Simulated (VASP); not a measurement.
Ti, 3 atoms in the cell. Symmetry: P6/mmm, No. 191, hexagonal system. The conventional cell has a = 4.600 Å, b = 4.600 Å, c = 2.820 Å, α = 90.00°, β = 90.00°, γ = 120.00°. Within 3.7 Å of Ti (site symmetry 6/mmm) lie 14 Ti at 2.82 to 3.01 Å. Within 3.5 Å of Ti (site symmetry -6m2) lie 11 Ti at 2.66 to 3.01 Å. This isn't the form of Ti at room conditions, which is hcp.

* Program: VASP 6.6.1
* Task: relaxation of cell and atoms
* Functional: r2SCAN
* Potentials or basis: VASP PAW PBE potentials, release 64 (Ti_sv)
* Cutoff: 600 eV
* k mesh: 8 × 8 × 11
* Occupations: methfessel-paxton, width 0.05 eV
* Spin: no spin polarisation
* Target pressure: 30 GPa
* Dipole correction: no
* Further INCAR settings: ALGO = Normal; EDIFF = 1e-06; IBRION = 2; EDIFFG = -0.01; NSW = 80; ISIF = 3

Potentials or basis: VASP PAW PBE potentials, release 64 (Ti_sv).

Command:

```sh
$ cat potpaw_PBE.64/Ti_sv/POTCAR > POTCAR
$ cp INCAR.step1 INCAR
$ mpirun -np 1 vasp_std > vasp.out
$ cp INCAR.step2 INCAR
$ mpirun -np 1 vasp_std > vasp.out
```

Hardware: 1 thread of Oxide Virtual Turin-like Processor, with other jobs on the host.

Problem. Estimate the wall time of this run.

Solution. Wall time 46 min on 1 thread of Oxide Virtual Turin-like Processor, with other jobs on the host, peak memory 0.23 GiB. Counts: k points 60, ion steps 10.
